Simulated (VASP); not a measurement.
A run of VASP 6.6.1:

Contents of POSCAR:

```
WC
1.0
    2.9216789062      0.0000000000      0.0000000000
   -1.4608394531      2.5302481545      0.0000000000
    0.0000000000      0.0000000000      2.8470525963
W C
1 1
Direct
    0.0000000000      0.0000000000      0.0000000000
    0.6666666667      0.3333333333      0.5000000000
```

The input INCAR.step1:

```
PREC     = Accurate       # precision mode
ENCUT    = 520            # plane-wave cutoff, eV
EDIFF    = 1E-6           # SCF threshold, eV
ISMEAR   = 0              # smearing method
SIGMA    = 0.1            # smearing width, eV
LREAL    = F              # projectors in reciprocal space
LASPH    = T              # aspherical terms in the spheres
NELM     = 80             # most SCF steps
ALGO     = Normal         # electronic algorithm
ISIF     = 2              # what is computed and relaxed
LWAVE    = F              # write WAVECAR
LCHARG   = T              # write CHGCAR
LMAXMIX  = 4              # l up to which the mixer works
GGA      = PE             # functional
NBANDS   = 16             # bands
```

File KPOINTS.step1:

```
regular mesh
0
Gamma
  18 18 14
```

Contents of INCAR.step2:

```
PREC     = Accurate       # precision mode
ENCUT    = 520            # plane-wave cutoff, eV
EDIFF    = 1E-6           # SCF threshold, eV
ISMEAR   = -5             # smearing method
SIGMA    = 0.1            # smearing width, eV
LREAL    = F              # projectors in reciprocal space
LASPH    = T              # aspherical terms in the spheres
NELM     = 80             # most SCF steps
ALGO     = Normal         # electronic algorithm
ISIF     = 2              # what is computed and relaxed
LWAVE    = F              # write WAVECAR
LCHARG   = F              # write CHGCAR
LMAXMIX  = 4              # l up to which the mixer works
GGA      = PE             # functional
LORBIT   = 10             # projections on sites
NEDOS    = 1001           # points of the DOS
ICHARG   = 11             # starting density
```

The input KPOINTS.step2:

```
regular mesh
0
Gamma
  27 27 21
```

Potentials or basis: VASP PAW PBE potentials, release 64 (W_sv, C).

The run is started by

```bash
$ cat potpaw_PBE.64/W_sv/POTCAR potpaw_PBE.64/C/POTCAR > POTCAR
$ cp INCAR.step1 INCAR
$ cp KPOINTS.step1 KPOINTS
$ mpirun -np 1 vasp_std > vasp.out
$ cp INCAR.step2 INCAR
$ cp KPOINTS.step2 KPOINTS
$ mpirun -np 1 vasp_std > vasp.out
```

Hardware: 1 thread of Intel Xeon 8259CL, with other jobs on the host.

Question: Estimate the wall time of this run.

Answer: Run time: 2.9 min on 1 thread of Intel Xeon 8259CL, on a shared host, peak memory 0.37 GiB. Counts: k points 825.
